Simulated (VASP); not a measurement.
## Ni: single point with PBE

Crystal: Ni.

```xyz
1
Lattice="0.0000 1.4921 1.4921 1.4921 0.0000 1.4921 1.4921 1.4921 0.0000" Properties=species:S:1:pos:R:3 pbc="T T T"
Ni    0.0000    0.0000    0.0000
```

* Program: VASP 6.6.1
* Task: single point
* Functional: PBE
* Potentials or basis: VASP PAW PBE potentials, release 64 (Ni)
* Cutoff: 520 eV
* k mesh: 22 × 22 × 22
* Occupations: fermi-dirac, width 0.1 eV
* Spin: collinear spin, ferromagnetic start
* Starting moments: [1.0] μB
* Dipole correction: no
* Further INCAR settings: ALGO = Normal; EDIFF = 1e-06; NBANDS = 15

```
Pressure     : 319.5 GPa
Net moment   : 0.39 μB per cell
Site moments : Ni +0.37 μB
```

Levels at points of the mesh, in eV from the Fermi level:
Spin up:
| k point | band 3 | band 4 | band 5 | band 6 | band 7 | band 8 |
| --- | --- | --- | --- | --- | --- | --- |
| (0.00, 0.00, 0.00) | -4.15 | -4.15 | -1.80 | -1.80 | 27.52 | 35.58 |
| (0.50, 0.00, 0.00) | -4.25 | -1.12 | -0.30 | -0.30 | 10.46 | 25.79 |
| (0.50, 0.50, 0.00) | -0.29 | 0.07 | 0.07 | 3.15 | 14.70 | 20.17 |
Spin down:
| k point | band 3 | band 4 | band 5 | band 6 | band 7 | band 8 |
| --- | --- | --- | --- | --- | --- | --- |
| (0.00, 0.00, 0.00) | -3.69 | -3.69 | -1.42 | -1.42 | 27.48 | 35.57 |
| (0.50, 0.00, 0.00) | -3.88 | -1.12 | 0.19 | 0.19 | 10.77 | 25.75 |
| (0.50, 0.50, 0.00) | 0.11 | 0.62 | 0.62 | 3.18 | 14.89 | 20.21 |

It took 17 s on 1 thread of Intel(R) Xeon(R) 6975P-C (Granite Rapids), on a shared host, peak memory 0.16 GiB.
